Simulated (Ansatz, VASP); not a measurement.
## One calculation of Si2Mo, two programs

```
CELL_PARAMETERS angstrom
-1.56734 1.56734 3.85026
1.56734 -1.56734 3.85026
1.56734 1.56734 -3.85026
ATOMIC_POSITIONS crystal
Mo 0.00000 0.00000 0.00000
Si 0.66700 0.66700 0.00000
Si 0.33300 0.33300 0.00000
```

Alike in both runs: task single point; functional r2SCAN; k mesh 12 × 12 × 12; occupations fermi-dirac, width 0.05 eV; no spin polarisation.

|  | VASP | Ansatz |
| --- | --- | --- |
| version | VASP 6.6.1 | Ansatz 0.2.0 |
| potentials or method | VASP PAW PBE potentials, release 64 (Mo_sv, Si) | Ansatz PAW |
| plane-wave cutoff (eV) | 520 | 500 |
| valence electrons in the cell | 22 | 22 |

Ansatz gave:

| Quantity | Value |
| --- | --- |
| gap on the k mesh at the Fermi level (eV) | none |
| pressure (GPa) | 14.0 |
| traceless stress, the component that is largest in VASP (GPa) | -0.29 |
| rms of the force components (eV/Å) | 0.114 |

Task: Which values does VASP return?

Result: gap on the k mesh at the Fermi level (eV): none; pressure (GPa): 14.5; traceless stress, the component that is largest in VASP (GPa): -0.31; rms of the force components (eV/Å): 0.109.

VASP's potentials were made for PBE, not for r2SCAN. Atom by atom the forces differ by 0.006 eV/Å (rms over components). A gap of «none» marks a metal or a gap that the smearing closes.
